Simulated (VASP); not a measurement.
A run of VASP 6.6.1 is set up as follows.

INCAR

```
ALGO = Normal
EDIFF = 1E-7
ENCUT = 520
GGA = PE
ISIF = 2
ISMEAR = -1
LASPH = True
LCHARG = False
LREAL = False
LWAVE = False
NBANDS = 36
NELM = 80
PREC = Accurate
SIGMA = 0.05
```

KPOINTS

```
k-points
0
Gamma
  11 11 6
```

File POSCAR:

```
Ge
1.0
    3.9975858431     -0.0599637876     -0.0599637876
   -2.0507230850      3.4919927878     -0.0219482696
   -0.0989906692     -0.0989906692      6.5993779500
Ge
4
Direct
    0.6666666667      0.3333333333      0.0629012500
    0.3333333333      0.6666666667      0.5629012500
    0.6666666667      0.3333333333      0.4370987500
    0.3333333333      0.6666666667      0.9370987500
```

Potentials or basis: VASP PAW PBE potentials, release 64 (Ge_d).

Command:

```console
$ cat potpaw_PBE.64/Ge_d/POTCAR > POTCAR
$ mpirun -np 1 vasp_std > vasp.out
```

(1) Estimate the largest force.

(2) Predict the pressure.

(3) Estimate the band gap on the k mesh.

Answers

(1) 0.492 eV/Å.

(2) 3.0 GPa.

(3) zero (bands 28 and 29 overlap by 0.01 eV).

Caveat: the cell differs from its parent crystal (equal xy, yz and zx shear strains of -3 %); the cell stands under pressure; semilocal functionals underestimate gaps, and a narrow one can read as zero.
